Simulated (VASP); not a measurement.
# HfC in VASP: notebook

The runs below take HfC through single point, relaxation of cell and atoms, with PBE.

Program: VASP 6.6.1. These are calculated values, not measurements. Logs are shortened: lines on timing, memory, paths and dates and some standing lists are left out, and cuts for length are marked.

## (1) The cell of the first run

The structure is tetragonal, space group P4/mmm (No. 123). The conventional cell has a = 3.147 Å, b = 3.147 Å, c = 3.921 Å, α = 90.00°, β = 90.00°, γ = 90.00°. Within 2.9 Å of Hf (site symmetry 4/mmm) lie 4 C at 2.23 Å. Within 2.9 Å of C (site symmetry 4/mmm) lie 4 Hf at 2.23 Å.

## (2) Single point, PBE (atoms taken out)

The input, INCAR:

```
SYSTEM = HfC
ALGO = Normal ; EDIFF = 1E-6
ENCUT = 520 ; GGA = PE
ISIF = 2 ; ISMEAR = 0
LASPH = .True. ; LCHARG = .True.
LELF = .True. ; LREAL = .False.
LVHAR = .True. ; LWAVE = .False.
NBANDS = 14 ; NELM = 80
PREC = Accurate ; SIGMA = 0.1
```

The input, KPOINTS:

```
k-points
0
Gamma
  6 6 6
  0 0 0
```

The input, POSCAR:

```
HfC
1.0
    3.1469743008      0.0000000000      0.0000000000
    0.0000000000      3.1469743008      0.0000000000
    0.0000000000      0.0000000000      3.9206523138
Hf C
1 1
Direct
    0.0000000000      0.0000000000      0.0000000000
    0.5000000000      0.5000000000      0.0000000000
```

Potentials or basis: VASP PAW PBE potentials, release 64 (Hf_pv, C).

Run with:

```sh
$ cat potpaw_PBE.64/Hf_pv/POTCAR potpaw_PBE.64/C/POTCAR > POTCAR
$ mpirun -np 1 vasp_std > vasp.out
```

OUTCAR:

```text
SYSTEM = HfC
   EDIFF = 1E-6
   ENCUT = 520
   GGA = PE
   ISIF = 2
   ISMEAR = 0
   LASPH = .True.
   LREAL = .False.
   NELM = 80
   PREC = Accurate

 ion  position               nearest neighbor table
   1  0.000  0.000  0.000-   2 2.23   2 2.23   2 2.23   2 2.23
   2  0.500  0.500  0.000-   1 2.23   1 2.23   1 2.23   1 2.23

  LATTYP: Found a simple tetragonal cell.
 ALAT       =     3.1469743008
 C/A-ratio  =     1.2458482145

  Lattice vectors:

 A1 = (   3.1469743008,   0.0000000000,   0.0000000000)
 A2 = (   0.0000000000,   3.1469743008,   0.0000000000)
 A3 = (   0.0000000000,   0.0000000000,   3.9206523138)

Analysis of symmetry for initial positions (statically):
=====================================================================
 Subroutine PRICEL returns:
 Original cell was already a primitive cell.

 Routine SETGRP: Setting up the symmetry group for a
 simple tetragonal supercell.

 Subroutine GETGRP returns: Found 16 space group operations
 (whereof 16 operations were pure point group operations)
 out of a pool of 16 trial point group operations.

The static configuration has the point symmetry D_4h.

Analysis of symmetry for dynamics (positions and initial velocities):
=====================================================================
 Subroutine PRICEL returns:
 Original cell was already a primitive cell.

 Routine SETGRP: Setting up the symmetry group for a
 simple tetragonal supercell.

 Subroutine GETGRP returns: Found 16 space group operations
 (whereof 16 operations were pure point group operations)
 out of a pool of 16 trial point group operations.

The dynamic configuration has the point symmetry D_4h.

 Subroutine INISYM returns: Found 16 space group operations
 (whereof 16 operations are pure point group operations),
 and found     1 'primitive' translations

----------------------------------------------------------------------------------------

                                     Primitive cell

  volume of cell :      38.8280

  direct lattice vectors                    reciprocal lattice vectors
     3.146974301  0.000000000  0.000000000     0.317765544  0.000000000  0.000000000
     0.000000000  3.146974301  0.000000000     0.000000000  0.317765544  0.000000000
     0.000000000  0.000000000  3.920652314     0.000000000  0.000000000  0.255059597

  length of vectors
     3.146974301  3.146974301  3.920652314     0.317765544  0.317765544  0.255059597

  position of ions in fractional coordinates (direct lattice)
     0.000000000  0.000000000  0.000000000
[... 90 lines left out ...]
   NUPDOWN=      -1.0000    fix difference up-down
   EMIN   =  10.00;   EMAX   =-10.00  energy-range for DOS
   EFERMI =   0.00;   METHOD = LEGACY
   ISMEAR =     0;   SIGMA  =   0.10  broadening in eV -4-tet -1-fermi 0-gaus
   EFERMI_NEDOS =   21; number of points for ismear=-14 and -15
   IALGO  =     38    algorithm
   IMIX   =      4    mixing-type and parameters
     AMIX     =   0.40;   BMIX     =  1.00
     AMIX_MAG =   1.60;   BMIX_MAG =  1.00
  volume/ion in A,a.u.               =      19.41       131.01
  Fermi-wavevector in a.u.,A,eV,Ry     =   1.165206  2.201919 18.472689  1.357704
  Thomas-Fermi vector in A             =   2.301734
   LORBIT       =      0    0 simple, 1 ext, 2 COOP (PROOUT), +10 PAW based schemes
   GGA     = PE    functional components
   LHFCALC =     F    Hartree Fock is set to
   AEXX    =    0.0000 exact exchange contribution
   IVDW    =     0    specifies the selected vdW correction
   LEPSILON=     F    determine dielectric tensor
   LRPA    =     F    only Hartree local field effects (RPA)
 non-spin polarized calculation
 Gauss-broadening in eV      SIGMA  =   0.10
  energy-cutoff  :      520.00
  volume of cell :       38.83
 maximum number of plane-waves:      1072
 NGX is ok and might be reduce to    24
   NGX = 11   NGY = 11   NGZ = 15

 number of electron      13.9999998 magnetization

 Free energy of the ion-electron system (eV)
  ---------------------------------------------------
  ext. energy  EPLUGINS =         0.00000000
  ---------------------------------------------------
  free energy    TOTEN  =       -18.33644740 eV

  energy without entropy =      -18.32959347  energy(sigma->0) =      -18.33302044

 E-fermi :   2.4978     XC(G=0):  -9.7871

 val. band max:        2.4949143391   @ k =   0.1667   0.0000   0.3333
 cond. band min:       2.5141983871   @ k =   0.1667   0.0000   0.5000
 fundamental gap:      0.0192840480
 Fermi energy:         2.4978211740

 k-point     1 :       0.0000    0.0000    0.0000
  band No.  band energies     occupation
      1     -27.9854      2.00000
      2     -27.1109      2.00000
      3     -27.1109      2.00000
      4      -8.1539      2.00000
      5       0.9847      2.00000
      6       2.1900      1.99999
      7       2.5198      0.75632
      8       3.9800      0.00000
      9       3.9800      0.00000
     10       6.8998      0.00000
     11       6.8998      0.00000
     12       7.5251      0.00000
     13      11.1149      0.00000
     14      14.0918      0.00000
[... 377 lines left out ...]
      1     -27.9683      2.00000
      2     -27.6384      2.00000
      3     -27.0375      2.00000
      4      -5.0965      2.00000
      5      -2.0850      2.00000
      6      -0.1610      2.00000
      7       0.2681      2.00000
      8       3.9648      0.00000
      9       6.9624      0.00000
     10       8.2059      0.00000
     11       8.8396      0.00000
     12       9.1648      0.00000
     13      11.0949      0.00000
     14      14.6916      0.00000

 [... further k-points ...]

------------------------ aborting loop because EDIFF is reached ----------------------------------------

  FORCE on cell =-STRESS in cart. coord.  units (eV):
  Direction    XX          YY          ZZ          XY          YZ          ZX
  --------------------------------------------------------------------------------------
  -------------------------------------------------------------------------------------
  Total       -0.0363066     -0.0363066      0.0036769      0.0000000     -0.0000000      0.0000000
  in kB       -1.4981364     -1.4981364      0.1517214      0.0000000     -0.0000000      0.0000000
  external PRESSURE =      -0.9481838 kB  Pullay stress =       0.0000000 kB

 VOLUME and BASIS-vectors are now :
 -----------------------------------------------------------------------------
  energy-cutoff  :      520.00
  volume of cell :       38.83
      direct lattice vectors                 reciprocal lattice vectors
     3.146974301  0.000000000  0.000000000     0.317765544  0.000000000  0.000000000
     0.000000000  3.146974301  0.000000000     0.000000000  0.317765544  0.000000000
     0.000000000  0.000000000  3.920652314     0.000000000  0.000000000  0.255059597

 POSITION                                       TOTAL-FORCE (eV/Angst)
 -----------------------------------------------------------------------------------
      0.00000      0.00000      0.00000         0.000000      0.000000      0.000000
      1.57349      1.57349      0.00000         0.000000      0.000000      0.000000
 -----------------------------------------------------------------------------------
    total drift:                                0.000000     -0.000000     -0.000000

  FREE ENERGIE OF THE ION-ELECTRON SYSTEM (eV)
  ---------------------------------------------------
  free  energy   TOTEN  =       -18.3364474035 eV

  energy  without entropy=      -18.3295934737  energy(sigma->0) =      -18.33302044
```

OSZICAR:

```text
N       E                     dE             d eps       ncg     rms          rms(c)
DAV:   1     0.326904797189E+02    0.32690E+02   -0.71999E+03  1120   0.904E+02
DAV:   2    -0.208819886005E+02   -0.53572E+02   -0.49803E+02  1486   0.196E+02
DAV:   3    -0.234914350068E+02   -0.26094E+01   -0.25927E+01  1414   0.328E+01
DAV:   4    -0.235196425742E+02   -0.28208E-01   -0.28202E-01  1354   0.414E+00
DAV:   5    -0.235200736195E+02   -0.43105E-03   -0.43103E-03  1402   0.459E-01    0.569E+01
DAV:   6    -0.187058800762E+02    0.48142E+01   -0.20358E+01  1264   0.219E+01    0.421E+01
DAV:   7    -0.184173458104E+02    0.28853E+00   -0.11181E+00  1240   0.673E+00    0.268E+01
DAV:   8    -0.183744522598E+02    0.42894E-01   -0.36566E-01  1456   0.378E+00    0.110E+01
DAV:   9    -0.183367796089E+02    0.37673E-01   -0.51089E-02  1384   0.132E+00    0.113E+00
DAV:  10    -0.183364576328E+02    0.32198E-03   -0.22310E-03  1402   0.276E-01    0.217E-01
DAV:  11    -0.183364617759E+02   -0.41431E-05   -0.85867E-05  1376   0.627E-02    0.304E-01
DAV:  12    -0.183364478515E+02    0.13924E-04   -0.35059E-05  1426   0.377E-02    0.264E-02
DAV:  13    -0.183364474035E+02    0.44800E-06   -0.11028E-06  1104   0.664E-03
   1 F= -.18336447E+02 E0= -.18333020E+02  d E =-.685393E-02
```

stdout:

```text
POSCAR found type information on POSCAR HfC
 POSCAR found :  2 types and       2 ions
 scaLAPACK will be used
 LDA part: xc-table for (Slater+PW92), standard interpolation
 POSCAR, INCAR and KPOINTS ok, starting setup
 FFT: planning ... GRIDC
 FFT: planning ... GRID_SOFT
 FFT: planning ... GRID
 WAVECAR not read
 entering main loop
```

Wall time 17 s (1 thread of Intel Xeon Platinum 8259CL at 2.50GHz (Skylake/Cascade Lake), shared host); peak memory 0.16 GiB.

What came out:

* Free energy: -18.3364 eV
* Pressure: -0.1 GPa
* Band gap on the k mesh: zero (bands 7 and 8 overlap by 2.14 eV)

Stress tensor (GPa, compression positive):
```
-0.15  0.00  0.00
 0.00 -0.15  0.00
 0.00  0.00  0.02
```

Levels at points of the mesh, in eV from the Fermi level:
| k point | band 4 | band 5 | band 6 | band 7 | band 8 | band 9 | band 10 | band 11 |
| --- | --- | --- | --- | --- | --- | --- | --- | --- |
| (0.00, 0.00, 0.00) | -10.65 | -1.51 | -0.31 | 0.02 | 1.48 | 1.48 | 4.40 | 4.40 |
| (0.50, 0.00, 0.00) | -7.77 | -4.82 | -2.27 | -1.51 | -0.02 | 4.88 | 5.39 | 6.49 |
| (0.50, 0.50, 0.00) | -9.39 | -0.65 | -0.65 | 1.04 | 1.32 | 1.84 | 1.84 | 7.78 |
| (0.00, 0.00, 0.50) | -10.36 | -2.65 | -0.15 | 1.59 | 1.59 | 3.47 | 3.70 | 3.70 |
| (0.50, 0.00, 0.50) | -7.53 | -4.51 | -2.98 | -2.22 | 2.73 | 4.05 | 4.34 | 6.26 |
| (0.50, 0.50, 0.50) | -9.26 | -0.27 | -0.27 | 0.24 | 0.39 | 0.39 | 4.53 | 6.54 |

Caveat: the cell differs from its parent crystal (atoms taken out); spin-orbit coupling is left out, which moves the levels of the heavy elements.

(Continued in part 2 of 2.)

The gap in the log of VASP goes by the Fermi energy; the results here count the filled bands.